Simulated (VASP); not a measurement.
# V in VASP: further runs

Runs on V. Level: LDA. Tasks: single point.

All numbers are computed with VASP 6.6.1; they aren't measurements. Logs are shortened: lines on timing, memory, paths and dates and some standing lists are left out, and cuts for length are marked.

## (1) The cell of the first run

The typed cell holds 2 atoms: a = 4.544 Å, b = 4.544 Å, c = 2.730 Å, α = 96.38°, β = 96.38°, γ = 150.06°.

## (2) Single point, LDA (12.70 Å³/atom)

File INCAR:

```
PREC     = Accurate       # precision mode
ENCUT    = 520            # plane-wave cutoff, eV
EDIFF    = 1E-6           # SCF threshold, eV
ISMEAR   = -1             # smearing method
SIGMA    = 0.1            # smearing width, eV
LREAL    = F              # projectors in reciprocal space
LASPH    = T              # aspherical terms in the spheres
NELM     = 80             # most SCF steps
ALGO     = Normal         # electronic algorithm
ISIF     = 2              # what is computed and relaxed
LWAVE    = F              # write WAVECAR
LCHARG   = T              # write CHGCAR
LELF     = T              # ELF
LVHAR    = T            
NBANDS   = 20             # bands
```

File KPOINTS:

```
regular mesh
0
Gamma
  17 17 14
```

File POSCAR:

```
V
1.0
   -3.1040317289      3.1040081441      1.1738889295
    3.1040081441     -3.1040317289      1.1738889295
    1.7424501971      1.7424501971     -1.1739321251
V
2
Direct
    0.0000074908      0.9999925092      1.0000000000
    0.7499925092      0.2500074908      0.5000000000
```

Potentials or basis: VASP PAW LDA potentials, release 64 (V_sv).

Started as:

```console
$ cat potpaw_LDA.64/V_sv/POTCAR > POTCAR
$ mpirun -np 1 vasp_std > vasp.out
```

OUTCAR:

```text
PREC = Accurate
   ENCUT = 520
   EDIFF = 1E-6
   ISMEAR = -1
   LREAL = F
   LASPH = T
   NELM = 80
   ISIF = 2

 ion  position               nearest neighbor table
   1  0.000  1.000  0.000-   2 2.58   2 2.58   2 2.58   2 2.58
   2  0.750  0.250  0.500-   1 2.58   1 2.58   1 2.58   1 2.58

  Warning from LATTYP: Got some problem with cell dimensions!
  Tried to take original basis but could not verify dimensions!
  LATTYP: Found a base centered monoclinic cell.
 ALAT       =     2.3477778592
 B/A-ratio  =     3.7394910041
 C/A-ratio  =     1.1625765675
 COS(beta)  =    -0.4300505485

  Lattice vectors:

 A1 = (   3.1040317289,  -3.1040081441,  -1.1738889295)
 A2 = (  -3.1040081441,   3.1040317289,  -1.1738889295)
 A3 = (   1.7424266123,   1.7424266123,   1.1738457339)

Analysis of symmetry for initial positions (statically):
=====================================================================
 Subroutine PRICEL returns:
 Original cell was already a primitive cell.

 Routine SETGRP: Setting up the symmetry group for a
 base centered monoclinic supercell.

 Subroutine GETGRP returns: Found  4 space group operations
 (whereof  2 operations were pure point group operations)
 out of a pool of  4 trial point group operations.

The static configuration has the point symmetry C_2 .
 The point group associated with its full space group is C_2h.

Analysis of symmetry for dynamics (positions and initial velocities):
=====================================================================
 Subroutine PRICEL returns:
 Original cell was already a primitive cell.

 Routine SETGRP: Setting up the symmetry group for a
 base centered monoclinic supercell.

 Subroutine GETGRP returns: Found  4 space group operations
 (whereof  2 operations were pure point group operations)
 out of a pool of  4 trial point group operations.

The dynamic configuration has the point symmetry C_2 .
 The point group associated with its full space group is C_2h.

 Subroutine INISYM returns: Found  4 space group operations
 (whereof  2 operations are pure point group operations),
 and found     1 'primitive' translations

----------------------------------------------------------------------------------------

                                     Primitive cell

  volume of cell :      25.3962

  direct lattice vectors                    reciprocal lattice vectors
    -3.104031729  3.104008144  1.173888929     0.062941654  0.224023094  0.425937558
     3.104008144 -3.104031729  1.173888929     0.224023094  0.062941654  0.425937558
     1.742450197  1.742450197 -1.173932125     0.286954189  0.286954189  0.000005765

  length of vectors
     4.543995461  4.543995461  2.729538791     0.485356366  0.485356366  0.405814507

  position of ions in fractional coordinates (direct lattice)
     0.000007491  0.999992509  0.000000000
     0.749992509  0.250007491  0.500000000

  ion indices of the primitive-cell ions
   primitive index   ion index
                 1           1
                 2           2

----------------------------------------------------------------------------------------

 KPOINTS: regular mesh

Automatic generation of k-mesh.
 Grid dimensions read from file:
 generate k-points for:   17   17   14

 Generating k-lattice:

  Cartesian coordinates                     Fractional coordinates (reciprocal lattice)
     0.003702450  0.013177829  0.025055150     0.058823529  0.000000000 -0.000000000
     0.013177829  0.003702450  0.025055150     0.000000000  0.058823529 -0.000000000
     0.020496728  0.020496728  0.000000412     0.000000000  0.000000000  0.071428571

  Length of vectors
     0.028550374  0.028550374  0.028986750

  Shift w.r.t. Gamma in fractional coordinates (k-lattice)
     0.000000000  0.000000000  0.000000000

 Subroutine IBZKPT returns following result:
 ===========================================

 Found   1080 irreducible k-points:

 Following reciprocal coordinates:
            Coordinates               Weight
  0.000000  0.000000  0.000000      1.000000
  0.058824  0.000000 -0.000000      4.000000
  0.117647  0.000000 -0.000000      4.000000
  0.176471  0.000000 -0.000000      4.000000
  0.235294  0.000000 -0.000000      4.000000
  0.294118 -0.000000  0.000000      4.000000
[... 16 lines left out ...]
 -0.176471  0.058824  0.000000      4.000000
 -0.117647  0.058824  0.000000      4.000000
 [... further k-points ...]
   k-points           NKPTS =   1080   k-points in BZ     NKDIM =   1080   number of bands    NBANDS=     20
   number of dos      NEDOS =    301   number of ions     NIONS =      2
   total plane-waves  NPLWV =  25920
   dimension x,y,z NGX =    36 NGY =   36 NGZ =   20
   dimension x,y,z NGXF=    72 NGYF=   72 NGZF=   40
   ions per type =               2
   NGX,Y,Z   is equivalent  to a cutoff of  13.17, 13.17, 12.18 a.u.
   NGXF,Y,Z  is equivalent  to a cutoff of  26.34, 26.34, 24.36 a.u.
 SYSTEM =  unknown system
   PREC   = accura    normal or accurate (medium, high low for compatibility)
   ISTART =      0    job   : 0-new  1-cont  2-samecut
   ICHARG =      2    charge: 1-file 2-atom 10-const
   ISPIN  =      1    spin polarized calculation?
   LNONCOLLINEAR =      F non collinear calculations
   LSORBIT =      F    spin-orbit coupling
   LASPH  =      T    aspherical Exc in radial PAW
   ENCUT  =  520.0 eV  38.22 Ry    6.18 a.u.   8.45  8.45  5.08*2*pi/ulx,y,z
   NELM   =     80;   NELMIN=  2; NELMDL= -5     # of ELM steps
   EDIFF  = 0.1E-05   stopping-criterion for ELM
   LREAL  =      F    real-space projection
[... 7 lines left out ...]
   TEBEG  =    0.0;   TEEND  =   0.0 temperature during run
   PSTRESS=    0.0 pullay stress
   NELECT =      26.0000    total number of electrons
   NUPDOWN=      -1.0000    fix difference up-down
   EMIN   =  10.00;   EMAX   =-10.00  energy-range for DOS
   EFERMI =   0.00;   METHOD = LEGACY
   ISMEAR =    -1;   SIGMA  =   0.10  broadening in eV -4-tet -1-fermi 0-gaus
   EFERMI_NEDOS =   21; number of points for ismear=-14 and -15
   IALGO  =     38    algorithm
   IMIX   =      4    mixing-type and parameters
     AMIX     =   0.40;   BMIX     =  1.00
     AMIX_MAG =   1.60;   BMIX_MAG =  1.00
  volume/ion in A,a.u.               =      12.70        85.69
  Fermi-wavevector in a.u.,A,eV,Ry     =   1.649971  3.117993 37.040558  2.722404
  Thomas-Fermi vector in A             =   2.739000
   LORBIT       =      0    0 simple, 1 ext, 2 COOP (PROOUT), +10 PAW based schemes
   GGA     = CA    functional components
   LHFCALC =     F    Hartree Fock is set to
   AEXX    =    0.0000 exact exchange contribution
   IVDW    =     0    specifies the selected vdW correction
   LEPSILON=     F    determine dielectric tensor
   LRPA    =     F    only Hartree local field effects (RPA)
 non-spin polarized calculation
  energy-cutoff  :      520.00
  volume of cell :       25.40
 maximum number of plane-waves:       710
 NGX is ok and might be reduce to    36
   NGX = 17   NGY = 17   NGZ = 11

 number of electron      26.0000012 magnetization

 Free energy of the ion-electron system (eV)
  ---------------------------------------------------
  ext. energy  EPLUGINS =         0.00000000
  ---------------------------------------------------
  free energy    TOTEN  =       -19.71719335 eV

  energy without entropy =      -19.63519901  energy(sigma->0) =      -19.67619618

 E-fermi :  10.4261     XC(G=0): -13.5355

 val. band max:       10.4256044456   @ k =   0.2941   0.0588   0.2143
 cond. band min:      10.4266831022   @ k =  -0.0588  -0.0000   0.1429
 fundamental gap:      0.0010786566
 Fermi energy:        10.4261139182

 k-point     1 :       0.0000    0.0000    0.0000
  band No.  band energies     occupation
      1     -52.6805      2.00000
      2     -52.4684      2.00000
      3     -27.3805      2.00000
      4     -26.5696      2.00000
      5     -26.3651      2.00000
      6     -26.3551      2.00000
[... 12 lines left out ...]
     19      13.4678      0.00000
     20      13.9845      0.00000

 k-point     2 :       0.0588    0.0000   -0.0000
  band No.  band energies     occupation
      1     -52.6688      2.00000
      2     -52.4601      2.00000
      3     -27.3649      2.00000
      4     -26.5741      2.00000
      5     -26.3724      2.00000
      6     -26.3548      2.00000
[... 12 lines left out ...]
     19      13.7536      0.00000
     20      14.1480      0.00000

 k-point     3 :       0.1176    0.0000   -0.0000
  band No.  band energies     occupation
      1     -52.6350      2.00000
      2     -52.4363      2.00000
      3     -27.3200      2.00000
      4     -26.5873      2.00000
      5     -26.3979      2.00000
      6     -26.3526      2.00000
[... 12 lines left out ...]
     19      13.8020      0.00000
     20      14.9458      0.00000

 k-point     4 :       0.1765    0.0000   -0.0000
  band No.  band energies     occupation
      1     -52.5832      2.00000
      2     -52.4003      2.00000
      3     -27.2518      2.00000
      4     -26.6130      2.00000
      5     -26.4723      2.00000
      6     -26.3652      2.00000
[... 12 lines left out ...]
     19      13.7225      0.00000
     20      15.8547      0.00000

 k-point     5 :       0.2353    0.0000   -0.0000
  band No.  band energies     occupation
      1     -52.5197      2.00000
      2     -52.3570      2.00000
      3     -27.1713      2.00000
      4     -26.7279      2.00000
      5     -26.6529      2.00000
      6     -26.5554      2.00000
[... 12 lines left out ...]
     19      13.6021      0.00000
     20      16.6211      0.00000
[... 353 lines left out ...]
      6     -26.5525      2.00000
[... 12 lines left out ...]
     19      13.5370      0.00000
     20      16.1053      0.00000

 k-point    22 :      -0.2353    0.0588    0.0000
  band No.  band energies     occupation
      1     -52.5770      2.00000
      2     -52.4067      2.00000
      3     -27.2244      2.00000
      4     -26.6112      2.00000
      5     -26.4892      2.00000
      6     -26.3654      2.00000
[... 12 lines left out ...]
     19      13.6870      0.00000
     20      15.5132      0.00000

 k-point    23 :      -0.1765    0.0588    0.0000
  band No.  band energies     occupation
      1     -52.6300      2.00000
      2     -52.4415      2.00000
      3     -27.2970      2.00000
      4     -26.5832      2.00000
      5     -26.4176      2.00000
      6     -26.3644      2.00000
[... 12 lines left out ...]
     19      13.7883      0.00000
     20      14.7780      0.00000

 k-point    24 :      -0.1176    0.0588    0.0000
  band No.  band energies     occupation
      1     -52.6653      2.00000
      2     -52.4637      2.00000
      3     -27.3485      2.00000
      4     -26.5710      2.00000
      5     -26.3838      2.00000
      6     -26.3651      2.00000
[... 12 lines left out ...]
     19      13.7452      0.00000
     20      14.1102      0.00000

 [... further k-points ...]

------------------------ aborting loop because EDIFF is reached ----------------------------------------

  FORCE on cell =-STRESS in cart. coord.  units (eV):
  Direction    XX          YY          ZZ          XY          YZ          ZX
  --------------------------------------------------------------------------------------
  -------------------------------------------------------------------------------------
  Total        0.0387427      0.0387427      0.2239364     -0.0561060     -0.0003537     -0.0003537
  in kB        2.4441721      2.4441721     14.1275351     -3.5395765     -0.0223151     -0.0223139
  external PRESSURE =       6.3386265 kB  Pullay stress =       0.0000000 kB

 VOLUME and BASIS-vectors are now :
 -----------------------------------------------------------------------------
  energy-cutoff  :      520.00
  volume of cell :       25.40
      direct lattice vectors                 reciprocal lattice vectors
    -3.104031729  3.104008144  1.173888929     0.062941654  0.224023094  0.425937558
     3.104008144 -3.104031729  1.173888929     0.224023094  0.062941654  0.425937558
     1.742450197  1.742450197 -1.173932125     0.286954189  0.286954189  0.000005765

 POSITION                                       TOTAL-FORCE (eV/Angst)
 -----------------------------------------------------------------------------------
      3.10396     -3.10399      1.17389         0.001100     -0.001100     -0.000000
     -0.68075      2.42318      0.58692        -0.001100      0.001100      0.000000
 -----------------------------------------------------------------------------------
    total drift:                               -0.000000     -0.000000      0.000000

  FREE ENERGIE OF THE ION-ELECTRON SYSTEM (eV)
  ---------------------------------------------------
  free  energy   TOTEN  =       -19.7171933488 eV

  energy  without entropy=      -19.6351990149  energy(sigma->0) =      -19.67619618
```

Run time: 5.6 min. Hardware: 1 thread of AMD EPYC 9R45 (Zen 5), shared host; peak memory 0.48 GiB.

Results:

- Free energy: -19.7172 eV
- Pressure: 0.6 GPa
- Band gap on the k mesh: zero (bands 13 and 14 overlap by 2.35 eV)

## (3) Single point, LDA (13.21 Å³/atom)

This run uses another cell than the first one, of 13.21 Å³/atom.

File INCAR:

```
  ALGO = Normal
  EDIFF = 1E-6
  ENCUT = 520
  GGA = CA
  ISIF = 2
  ISMEAR = -1
  LASPH = T
  LCHARG = F
  LREAL = F
  LWAVE = F
  NBANDS = 20
  NELM = 100
  PREC = Accurate
  SIGMA = 0.1
```

File KPOINTS:

```
k-points
0
Gamma
  17 17 14
```

File POSCAR:

```
V
1.0
   -3.1448789359      3.1448550408      1.1893366080
    3.1448550408     -3.1448789359      1.1893366080
    1.7653798029      1.7653798029     -1.1893803720
V
2
Direct
    0.0000074908      0.9999925092      1.0000000000
    0.7499925092      0.2500074908      0.5000000000
```

Potentials or basis: VASP PAW LDA potentials, release 64 (V_sv).

Started as:

```console
$ cat potpaw_LDA.64/V_sv/POTCAR > POTCAR
$ mpirun -np 1 vasp_std > vasp.out
```

It took 6.7 min on 1 thread of AMD EPYC 9R45 (Zen 5), shared host; peak memory 0.5 GiB.

The run converged. Its results:

```yaml
Free_energy: -19.6971 eV
Pressure: -6.9 GPa
Band_gap_on_the_k_mesh: zero (bands 13 and 14 overlap by 2.17 eV)
```

Stress tensor (GPa, compression positive):
```
-7.14 -0.41  0.00
-0.41 -7.14  0.00
 0.00  0.00 -6.37
```

Levels at points of the mesh, in eV from the Fermi level:
| k point | band 10 | band 11 | band 12 | band 13 | band 14 | band 15 | band 16 | band 17 |
| --- | --- | --- | --- | --- | --- | --- | --- | --- |
| (0.00, 0.00, 0.00) | -3.35 | -0.94 | -0.91 | 0.60 | 0.61 | 0.76 | 2.04 | 2.04 |
| (0.00, 0.00, 0.50) | -2.61 | -1.60 | -1.60 | -1.11 | -1.11 | 2.84 | 2.84 | 3.62 |

Caveat: the cell stands under tension.
